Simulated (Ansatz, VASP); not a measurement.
## Two plane-wave programs on As

Contents of INCAR:

```
ALGO = Normal
EDIFF = 1E-7
ENCUT = 520
ISIF = 2
ISMEAR = 0
LASPH = True
LCHARG = True
LELF = True
LREAL = False
LVHAR = True
LWAVE = False
NBANDS = 8
NELM = 100
PREC = Accurate
SIGMA = 0.15
```

Contents of KPOINTS:

```
k-points
0
Gamma
  18 18 18
```

POSCAR

```
As
1.0
    2.7036817444      0.0000000000      0.0000000000
    0.0000000000      2.7036817444      0.0000000000
    0.0000000000      0.0000000000      2.7847921967
As
1
Direct
    0.5000000000      0.5000000000      0.5000000000
```

Input for Ansatz:

```yaml
crystal:
  lattice:
    - [2.7036817444, 0.0, 0.0]
    - [0.0, 2.7036817444, 0.0]
    - [0.0, 0.0, 2.7847921967]
  atoms:
    - { symbol: As, position: [0.5, 0.5, 0.5] }
basis:
  ecutwfc: 420
kpoints:
  mp_grid: { grid: [18, 18, 18] }
hamiltonian:
  xc: lda
scf:
  occupations: { method: gaussian, width: 0.15 }
output:
  forces: true
  stress: true
  eigenvalues: true
```

Change from the starting cell: strain +0.000 along x and y, +0.030 along z, atoms carried along.

Alike in both runs: task single point; functional LDA; k mesh 18 × 18 × 18; occupations gaussian, width 0.15 eV; no spin polarisation.

|  | VASP | Ansatz |
| --- | --- | --- |
| version | VASP 6.6.1 | Ansatz 0.2.0 |
| potentials or method | VASP PAW LDA potentials, release 64 (As), cutoff 520 eV | scalar-relativistic, plane waves, PAW |
| valence electrons in the cell | 5 | 15 |

Ansatz gave:

```
gap on the k mesh at the Fermi level (eV)                     : none
pressure (GPa)                                                : -4.9
traceless stress, the component that is largest in VASP (GPa) : -2.52
```

**Question.** Which values does VASP return?

**Answer.** gap on the k mesh at the Fermi level (eV): none; pressure (GPa): -4.7; traceless stress, the component that is largest in VASP (GPa): -2.54.

LDA's correlation is that of Perdew and Zunger in VASP and of Perdew and Wang (1992) in Ansatz. A gap of «none» marks a metal or a gap that the smearing closes. VASP's potentials hold 5 valence electrons a cell and Ansatz's 15, so a difference there can come from the potentials and not from the codes.
